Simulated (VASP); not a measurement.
# WC (P3m1) in VASP: further runs

The runs below take WC through single point, with PBEsol.

Everything below comes from runs of VASP 6.6.1. Logs are shortened: lines on timing, memory, paths and dates and some standing lists are left out, and cuts for length are marked.

### 1 The cell of the first run

Symmetry: P3m1, No. 156, trigonal system. Conventional cell: a = 2.898 Å, b = 2.898 Å, c = 8.983 Å, α = 90.00°, β = 90.00°, γ = 120.00°. Within 2.9 Å of W (site symmetry 3m) lie 6 C at 2.19 to 2.54 Å and 7 W at 2.83 to 2.90 Å. Within 2.9 Å of W (site symmetry 3m) lie 6 C at 2.19 Å and 7 W at 2.83 to 2.90 Å. W (site symmetry 3m) has 6 C at 2.19 Å and 8 W at 2.83 to 2.90 Å within 2.9 Å. C (site symmetry 3m) has 6 W at 2.19 to 2.54 Å and 7 C at 2.83 to 2.90 Å within 2.9 Å. C (site symmetry 3m) has 6 W at 2.19 Å and 8 C at 2.83 to 2.90 Å within 2.9 Å. Within 2.9 Å of C (site symmetry 3m) lie 6 W at 2.19 Å and 7 C at 2.83 to 2.90 Å.

### 2 Single point, PBEsol (the distance across one plane changed)

The input, INCAR:

```
PREC = Accurate
ENCUT = 520
EDIFF = 1E-6
ISMEAR = 0
SIGMA = 0.15
LREAL = False
LASPH = True
NELM = 60
ALGO = Normal
ISIF = 2
LWAVE = False
LCHARG = False
GGA = PS
NBANDS = 36
```

The input, KPOINTS:

```
Automatic mesh
0
Gamma
  23 23 7
```

The input, POSCAR:

```
WC
1.0
   -2.8984136670      0.0000000000      0.0000000000
   -1.4492068335     -2.5100998663      0.0000000000
    0.0000000000      0.0000000000      8.9828357108
W C
3 3
Direct
    0.0000000000      0.0000000000      0.8656276932
    0.0000000000      0.0000000000      0.2360688334
    0.0000000000      0.0000000000      0.5508482633
    0.6666666667      0.6666666667      0.0786791185
    0.6666666667      0.6666666667      0.3934585484
    0.6666666667      0.6666666667      0.7082379782
```

Potentials or basis: VASP PAW PBE potentials, release 64 (W_sv, C).

Command:

```sh
cat potpaw_PBE.64/W_sv/POTCAR potpaw_PBE.64/C/POTCAR > POTCAR
mpirun -np 1 vasp_std > vasp.out
```

OUTCAR:

```text
PREC = Accurate
   ENCUT = 520
   EDIFF = 1E-6
   ISMEAR = 0
   LREAL = False
   LASPH = True
   NELM = 60
   ISIF = 2
   GGA = PS

 ion  position               nearest neighbor table
   1  0.000  0.000  0.866-   6 2.19   6 2.19   6 2.19   4 2.54   4 2.54   4 2.54   3 2.83   2 3.33

   2  0.000  0.000  0.236-   4 2.19   4 2.19   4 2.19   5 2.19   5 2.19   5 2.19   3 2.83   1 3.33

   3  0.000  0.000  0.551-   5 2.19   6 2.19   5 2.19   6 2.19   5 2.19   6 2.19   1 2.83   2 2.83

   4  0.667  0.667  0.079-   2 2.19   2 2.19   2 2.19   1 2.54   1 2.54   1 2.54
   5  0.667  0.667  0.393-   3 2.19   3 2.19   3 2.19   2 2.19   2 2.19   2 2.19
   6  0.667  0.667  0.708-   3 2.19   3 2.19   3 2.19   1 2.19   1 2.19   1 2.19

  LATTYP: Found a hexagonal cell.
 ALAT       =     2.8984136670
 C/A-ratio  =     3.0992248667

  Lattice vectors:

 A1 = (   1.4492068335,   2.5100998663,   0.0000000000)
 A2 = (  -2.8984136670,   0.0000000000,   0.0000000000)
 A3 = (   0.0000000000,   0.0000000000,   8.9828357108)

Analysis of symmetry for initial positions (statically):
=====================================================================
 Subroutine PRICEL returns:
 Original cell was already a primitive cell.

 Routine SETGRP: Setting up the symmetry group for a
 hexagonal supercell.

 Subroutine GETGRP returns: Found  6 space group operations
 (whereof  6 operations were pure point group operations)
 out of a pool of 24 trial point group operations.

The static configuration has the point symmetry C_3v.

Analysis of symmetry for dynamics (positions and initial velocities):
=====================================================================
 Subroutine PRICEL returns:
 Original cell was already a primitive cell.

 Routine SETGRP: Setting up the symmetry group for a
 hexagonal supercell.

 Subroutine GETGRP returns: Found  6 space group operations
 (whereof  6 operations were pure point group operations)
 out of a pool of 24 trial point group operations.

The dynamic configuration has the point symmetry C_3v.

 Subroutine INISYM returns: Found  6 space group operations
 (whereof  6 operations are pure point group operations),
 and found     1 'primitive' translations

----------------------------------------------------------------------------------------

                                     Primitive cell

  volume of cell :      65.3529

  direct lattice vectors                    reciprocal lattice vectors
    -2.898413667  0.000000000  0.000000000    -0.345016314  0.199195262  0.000000000
    -1.449206833 -2.510099866  0.000000000     0.000000000 -0.398390524  0.000000000
     0.000000000  0.000000000  8.982835711     0.000000000  0.000000000  0.111323421

  length of vectors
     2.898413667  2.898413667  8.982835711     0.398390524  0.398390524  0.111323421

  position of ions in fractional coordinates (direct lattice)
     0.000000000  0.000000000  0.865627693
     0.000000000  0.000000000  0.236068833
     0.000000000  0.000000000  0.550848263
     0.666666667  0.666666667  0.078679118
     0.666666667  0.666666667  0.393458548
     0.666666667  0.666666667  0.708237978

  ion indices of the primitive-cell ions
   primitive index   ion index
                 1           1
                 2           2
                 3           3
                 4           4
                 5           5
                 6           6

----------------------------------------------------------------------------------------

 KPOINTS: Automatic mesh

Automatic generation of k-mesh.
 Grid dimensions read from file:
 generate k-points for:   23   23    7

 Generating k-lattice:

  Cartesian coordinates                     Fractional coordinates (reciprocal lattice)
    -0.015000709  0.008660664  0.000000000     0.043478261  0.000000000  0.000000000
     0.000000000 -0.017321327  0.000000000     0.000000000  0.043478261  0.000000000
     0.000000000  0.000000000  0.015903346     0.000000000  0.000000000  0.142857143

  Length of vectors
     0.017321327  0.017321327  0.015903346

  Shift w.r.t. Gamma in fractional coordinates (k-lattice)
     0.000000000  0.000000000  0.000000000

 Subroutine IBZKPT returns following result:
 ===========================================

 Found    356 irreducible k-points:

 Following reciprocal coordinates:
            Coordinates               Weight
  0.000000  0.000000  0.000000      1.000000
  0.043478  0.000000  0.000000      6.000000
  0.086957  0.000000  0.000000      6.000000
  0.130435  0.000000  0.000000      6.000000
  0.173913  0.000000  0.000000      6.000000
  0.217391  0.000000  0.000000      6.000000
[... 16 lines left out ...]
 -0.478261  0.043478  0.000000      6.000000
  0.173913  0.086957  0.000000      6.000000
 [... further k-points ...]
   k-points           NKPTS =    356   k-points in BZ     NKDIM =    356   number of bands    NBANDS=     36
   number of dos      NEDOS =    301   number of ions     NIONS =      6
   total plane-waves  NPLWV =  40320
   dimension x,y,z NGX =    24 NGY =   24 NGZ =   70
   dimension x,y,z NGXF=    48 NGYF=   48 NGZF=  140
   ions per type =               3   3
   NGX,Y,Z   is equivalent  to a cutoff of  13.77, 13.77, 12.95 a.u.
   NGXF,Y,Z  is equivalent  to a cutoff of  27.53, 27.53, 25.91 a.u.
 SYSTEM =  unknown system
   PREC   = accura    normal or accurate (medium, high low for compatibility)
   ISTART =      0    job   : 0-new  1-cont  2-samecut
   ICHARG =      2    charge: 1-file 2-atom 10-const
   ISPIN  =      1    spin polarized calculation?
   LNONCOLLINEAR =      F non collinear calculations
   LSORBIT =      F    spin-orbit coupling
   LASPH  =      T    aspherical Exc in radial PAW
   ENCUT  =  520.0 eV  38.22 Ry    6.18 a.u.   5.39  5.39 16.70*2*pi/ulx,y,z
   NELM   =     60;   NELMIN=  2; NELMDL= -5     # of ELM steps
   EDIFF  = 0.1E-05   stopping-criterion for ELM
   LREAL  =      F    real-space projection
   EDIFFG = 0.1E-04   stopping-criterion for IOM
   NSW    =      0    number of steps for IOM
   IBRION =     -1    ionic relax: 0-MD 1-quasi-New 2-CG
   NFREE  =      0    steps in history (QN), initial steepest desc. (CG)
   ISIF   =      2    stress and relaxation
   ISYM   =      2    0-nonsym 1-usesym 2-fastsym
   POTIM  = 0.5000    time-step for ionic-motion
   TEBEG  =    0.0;   TEEND  =   0.0 temperature during run
   PSTRESS=    0.0 pullay stress
   NELECT =      54.0000    total number of electrons
   NUPDOWN=      -1.0000    fix difference up-down
   EMIN   =  10.00;   EMAX   =-10.00  energy-range for DOS
   EFERMI =   0.00;   METHOD = LEGACY
   ISMEAR =     0;   SIGMA  =   0.15  broadening in eV -4-tet -1-fermi 0-gaus
   EFERMI_NEDOS =   21; number of points for ismear=-14 and -15
   IALGO  =     38    algorithm
   IMIX   =      4    mixing-type and parameters
     AMIX     =   0.40;   BMIX     =  1.00
     AMIX_MAG =   1.60;   BMIX_MAG =  1.00
  volume/ion in A,a.u.               =      10.89        73.50
  Fermi-wavevector in a.u.,A,eV,Ry     =   1.536212  2.903020 32.109031  2.359947
  Thomas-Fermi vector in A             =   2.642892
   LORBIT       =      0    0 simple, 1 ext, 2 COOP (PROOUT), +10 PAW based schemes
   GGA     = PS    functional components
   LHFCALC =     F    Hartree Fock is set to
   AEXX    =    0.0000 exact exchange contribution
   IVDW    =     0    specifies the selected vdW correction
   LEPSILON=     F    determine dielectric tensor
   LRPA    =     F    only Hartree local field effects (RPA)
 non-spin polarized calculation
 Gauss-broadening in eV      SIGMA  =   0.15
  energy-cutoff  :      520.00
  volume of cell :       65.35
 maximum number of plane-waves:      1804
 NGX is ok and might be reduce to    24
   NGX = 11   NGY = 11   NGZ = 33

 number of electron      54.0000002 magnetization

 Free energy of the ion-electron system (eV)
  ---------------------------------------------------
  ext. energy  EPLUGINS =         0.00000000
  ---------------------------------------------------
  free energy    TOTEN  =       -70.22696050 eV

  energy without entropy =      -70.21638016  energy(sigma->0) =      -70.22167033

 E-fermi :  10.2217     XC(G=0): -13.6457

 val. band max:       10.2151221098   @ k =   0.0870   0.0870   0.2857
 cond. band min:      10.2244375045   @ k =   0.1304   0.1304   0.1429
 fundamental gap:      0.0093153947
 Fermi energy:        10.2217214340

 k-point     1 :       0.0000    0.0000    0.0000
  band No.  band energies     occupation
      1     -64.0987      2.00000
      2     -63.7128      2.00000
      3     -63.4431      2.00000
      4     -28.5124      2.00000
      5     -28.1321      2.00000
      6     -27.8678      2.00000
[... 28 lines left out ...]
     35      15.2293      0.00000
     36      15.6262      0.00000

 k-point     2 :       0.0435    0.0000    0.0000
  band No.  band energies     occupation
      1     -64.0976      2.00000
      2     -63.7116      2.00000
      3     -63.4420      2.00000
      4     -28.5097      2.00000
      5     -28.1294      2.00000
      6     -27.8829      2.00000
[... 28 lines left out ...]
     35      15.2710      0.00000
     36      15.5813      0.00000

 k-point     3 :       0.0870    0.0000    0.0000
  band No.  band energies     occupation
      1     -64.0945      2.00000
      2     -63.7084      2.00000
      3     -63.4388      2.00000
      4     -28.5020      2.00000
      5     -28.1215      2.00000
      6     -27.9269      2.00000
[... 28 lines left out ...]
     35      15.3309      0.00000
     36      15.5020      0.00000

 k-point     4 :       0.1304    0.0000    0.0000
  band No.  band energies     occupation
      1     -64.0895      2.00000
      2     -63.7032      2.00000
      3     -63.4336      2.00000
      4     -28.4897      2.00000
      5     -28.1089      2.00000
      6     -27.9960      2.00000
[... 28 lines left out ...]
     35      15.3076      0.00000
     36      15.4963      0.00000

 k-point     5 :       0.1739    0.0000    0.0000
  band No.  band energies     occupation
      1     -64.0831      2.00000
      2     -63.6965      2.00000
      3     -63.4269      2.00000
      4     -28.4738      2.00000
      5     -28.0929      2.00000
      6     -28.0842      2.00000
[... 655 lines left out ...]
 k-point    22 :       0.4783    0.0435    0.0000
  band No.  band energies     occupation
      1     -64.0417      2.00000
      2     -63.6531      2.00000
      3     -63.3837      2.00000
      4     -28.6253      2.00000
      5     -28.3855      2.00000
      6     -28.3681      2.00000
[... 28 lines left out ...]
     35      15.7998      0.00000
     36      16.8537      0.00000

 k-point    23 :      -0.4783    0.0435    0.0000
  band No.  band energies     occupation
      1     -64.0406      2.00000
      2     -63.6520      2.00000
      3     -63.3826      2.00000
      4     -28.6386      2.00000
      5     -28.3995      2.00000
      6     -28.3656      2.00000
[... 28 lines left out ...]
     35      15.7670      0.00000
     36      16.8408      0.00000

 k-point    24 :       0.1739    0.0870    0.0000
  band No.  band energies     occupation
      1     -64.0867      2.00000
      2     -63.7002      2.00000
      3     -63.4306      2.00000
      4     -28.4827      2.00000
      5     -28.1018      2.00000
      6     -28.0319      2.00000
[... 28 lines left out ...]
     35      15.2525      0.00000
     36      15.4507      0.00000

 [... further k-points ...]
[... 5 lines left out ...]
  --------------------------------------------------------------------------------------
  -------------------------------------------------------------------------------------
  Total       -1.2762286     -1.2762286    -12.8129818      0.0000000      0.0000000      0.0000000
  in kB      -31.2877415    -31.2877415   -314.1202726      0.0000000      0.0000000      0.0000000
  external PRESSURE =    -125.5652519 kB  Pullay stress =       0.0000000 kB

 VOLUME and BASIS-vectors are now :
 -----------------------------------------------------------------------------
  energy-cutoff  :      520.00
  volume of cell :       65.35
      direct lattice vectors                 reciprocal lattice vectors
    -2.898413667  0.000000000  0.000000000    -0.345016314  0.199195262  0.000000000
    -1.449206833 -2.510099866  0.000000000     0.000000000 -0.398390524  0.000000000
     0.000000000  0.000000000  8.982835711     0.000000000  0.000000000  0.111323421

 POSITION                                       TOTAL-FORCE (eV/Angst)
 -----------------------------------------------------------------------------------
      0.00000      0.00000      7.77579        -0.000000      0.000000      3.738314
      0.00000      0.00000      2.12057        -0.000000     -0.000000     -3.245947
      0.00000      0.00000      4.94818        -0.000000      0.000000     -0.397488
     -2.89841     -1.67340      0.70676         0.000000     -0.000000     -1.452865
     -2.89841     -1.67340      3.53437        -0.000000     -0.000000      0.498232
     -2.89841     -1.67340      6.36199         0.000000      0.000000      0.859754
 -----------------------------------------------------------------------------------
    total drift:                                0.000000      0.000000      0.000008

  FREE ENERGIE OF THE ION-ELECTRON SYSTEM (eV)
  ---------------------------------------------------
  free  energy   TOTEN  =       -70.2269604996 eV

  energy  without entropy=      -70.2163801569  energy(sigma->0) =      -70.22167033
```

Wall time 8.7 min (1 thread of Intel Xeon Platinum 8488C (Sapphire Rapids), shared host); peak memory 0.68 GiB.

Results:

- Free energy: -70.2270 eV
- Pressure: -12.6 GPa
- Largest force: 3.738 eV/Å
- Band gap on the k mesh: zero (bands 27 and 28 overlap by 0.33 eV)

Forces in eV/Å, atoms in the order of the input:
```
W    0.000  0.000  3.738
W    0.000  0.000 -3.246
W    0.000  0.000 -0.397
C    0.000  0.000 -1.453
C    0.000  0.000  0.498
C    0.000  0.000  0.860
```

Stress tensor (GPa, compression positive):
```
 -3.13   0.00   0.00
  0.00  -3.13   0.00
  0.00   0.00 -31.41
```

Caveat: the cell differs from its parent crystal (the distance across one plane changed); the cell stands under tension; the PAW data sets were made with another functional, which shifts forces and pressure a little; spin-orbit coupling is left out, which moves the levels of the heavy elements.

### 3 Single point, PBEsol (the distance across one plane changed)

The input, INCAR:

```
SYSTEM = WC
ALGO = Normal ; EDIFF = 1E-6
ENCUT = 520 ; GGA = PS
ISIF = 2 ; ISMEAR = 0
LASPH = .TRUE. ; LCHARG = .FALSE.
LREAL = .FALSE. ; LWAVE = .FALSE.
NBANDS = 36 ; NELM = 60
PREC = Accurate ; SIGMA = 0.15
```

The input, KPOINTS:

```
k-points
0
G
  23 23 7
  0 0 0
```

The input, POSCAR:

```
WC
1.0
   -2.8984136670      0.0000000000      0.0000000000
   -1.4492068335     -2.5100998663      0.0000000000
    0.0000000000      0.0000000000     11.4828357108
W C
3 3
Direct
    0.0000000000      0.0000000000      0.6771664727
    0.0000000000      0.0000000000      0.1846728108
    0.0000000000      0.0000000000      0.4309196417
    0.6666666667      0.6666666667      0.0615493954
    0.6666666667      0.6666666667      0.3077962263
    0.6666666667      0.6666666667      0.5540430572
```

Potentials or basis: VASP PAW PBE potentials, release 64 (W_sv, C).

Command:

```sh
cat potpaw_PBE.64/W_sv/POTCAR potpaw_PBE.64/C/POTCAR > POTCAR
mpirun -np 1 vasp_std > vasp.out
```

Run time: 9.3 min. Hardware: 1 thread of Intel Xeon 6975P-C (Granite Rapids), shared host; peak memory 0.84 GiB.

The run converged. Its results:

```yaml
Free_energy: -66.1024 eV
Pressure: -8.5 GPa
Largest_force: 5.766 eV/Å
Band_gap_on_the_k_mesh: zero (bands 27 and 28 overlap by 0.73 eV)
```

Forces in eV/Å, atoms in the order of the input:
```
W    0.000  0.000 -0.831
W    0.000  0.000 -5.766
W    0.000  0.000  0.025
C    0.000  0.000  4.647
C    0.000  0.000  1.017
C    0.000  0.000  0.909
```

Stress tensor (GPa, compression positive):
```
 -5.93   0.00   0.00
  0.00  -5.93   0.00
  0.00   0.00 -13.61
```

Levels at points of the mesh, in eV from the Fermi level:
| k point | band 25 | band 26 | band 27 | band 28 | band 29 | band 30 |
| --- | --- | --- | --- | --- | --- | --- |
| (0.00, 0.00, 0.00) | -0.86 | -0.21 | -0.21 | 0.14 | 1.02 | 1.02 |

Caveat: the cell differs from its parent crystal (the distance across one plane changed); the cell stands under tension; the PAW data sets were made with another functional, which shifts forces and pressure a little; spin-orbit coupling is left out, which moves the levels of the heavy elements.
